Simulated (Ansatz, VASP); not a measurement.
## Ga: VASP beside Ansatz

```
Ga
1.0
     3.90884    0.00000    0.00000
    -1.95442    3.38516    0.00000
     0.00000    0.00000    4.43471
Ga
3
Direct
  0.22540 0.00000 0.33333
  0.00000 0.22540 0.66667
  0.77460 0.77460 0.00000
```

Alike in both runs: task single point; functional PBEsol; k mesh 6 × 6 × 4; occupations gaussian, width 0.1 eV; no spin polarisation.

|  | VASP | Ansatz |
| --- | --- | --- |
| version | VASP 6.6.1 | Ansatz 0.2.0 |
| potentials or method | VASP PAW PBE potentials, release 64 (Ga_d), cutoff 520 eV | scalar-relativistic, plane waves, PAW |
| valence electrons in the cell | 39 | 39 |

Ansatz gave:

* gap on the k mesh at the Fermi level (eV): none
* pressure (GPa): 16.8
* traceless stress, the component that is largest in VASP (GPa): 15.91
* rms of the force components (eV/Å): 3.067

**Question.** Which values does VASP return?

**Answer.** gap on the k mesh at the Fermi level (eV): none; pressure (GPa): 17.0; traceless stress, the component that is largest in VASP (GPa): 16.00; rms of the force components (eV/Å): 3.080.

VASP's potentials were made for PBE, not for PBEsol. Atom by atom the forces differ by 0.013 eV/Å (rms over components). A gap of «none» marks a metal or a gap that the smearing closes. The functional is the same, so the differences come from potentials, cutoffs and numerics.
